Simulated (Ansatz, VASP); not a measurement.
# One calculation of SiO2, two programs

```
Si O
1.0
     0.00000    2.22387    2.26417
     2.22387    0.00000    2.26417
     2.22387    2.22387    0.00000
Si O
1 2
Direct
  0.00000 0.00000 0.00000
  0.25000 0.25000 0.25000
  0.75000 0.75000 0.75000
```

Change from the starting cell: biaxial_xy strain -1.8%.

Alike in both runs: task single point; functional PBE; k mesh 10 × 10 × 10; occupations fermi-dirac, width 0.02 eV; no spin polarisation.

```csv
,VASP,Ansatz
version,VASP 6.6.1,Ansatz 0.2.0
potentials or method,"VASP PAW PBE potentials, release 64 (Si, O)","plane waves, PAW"
plane-wave cutoff (eV),520,420
valence electrons in the cell,16,16
```

Ansatz gave:

| Property | Result |
| --- | --- |
| gap on the k mesh at the Fermi level (eV) | 1.92 |
| pressure (GPa) | 22.1 |
| traceless stress, the component that is largest in VASP (GPa) | -13.82 |

Question: Which values does VASP return?

Answer: gap on the k mesh at the Fermi level (eV): 1.89; pressure (GPa): 22.5; traceless stress, the component that is largest in VASP (GPa): -13.80.

With one functional, cell and mesh, what is left measures potentials, basis and numerics.
